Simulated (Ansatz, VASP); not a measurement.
# Pd: VASP beside Ansatz

```
CELL_PARAMETERS angstrom
2.78367 0.00000 0.00000
-1.39183 2.41072 0.00000
0.00000 0.00000 4.62889
ATOMIC_POSITIONS crystal
Pd 0.33333 0.66667 0.25000
Pd 0.66667 0.33333 0.75000
```

Alike in both runs: functional r2SCAN; k mesh 6 × 6 × 4; occupations fermi-dirac, width 0.05 eV; no spin polarisation.

|  | VASP | Ansatz |
| --- | --- | --- |
| version | VASP 6.6.1 | Ansatz 0.2.0 |
| potentials or method | VASP PAW PBE potentials, release 64 (Pd) | Ansatz PAW |
| plane-wave cutoff (eV) | 520 | 500 |
| valence electrons in the cell | 20 | 36 |
| task | single point | band structure |

Ansatz gave:

* gap on the k mesh at the Fermi level (eV): none
* pressure (GPa): -6.5
* traceless stress, the component that is largest in VASP (GPa): 2.10

Problem. Which values does VASP return?

Solution. gap on the k mesh at the Fermi level (eV): none; pressure (GPa): -6.0; traceless stress, the component that is largest in VASP (GPa): 2.06.

VASP's potentials were made for PBE, not for r2SCAN. A gap of «none» marks a metal or a gap that the smearing closes. VASP's potentials hold 20 valence electrons a cell and Ansatz's 36, so a difference there can come from the potentials and not from the codes.

The k mesh is coarse, so the values compare programs but aren't converged.
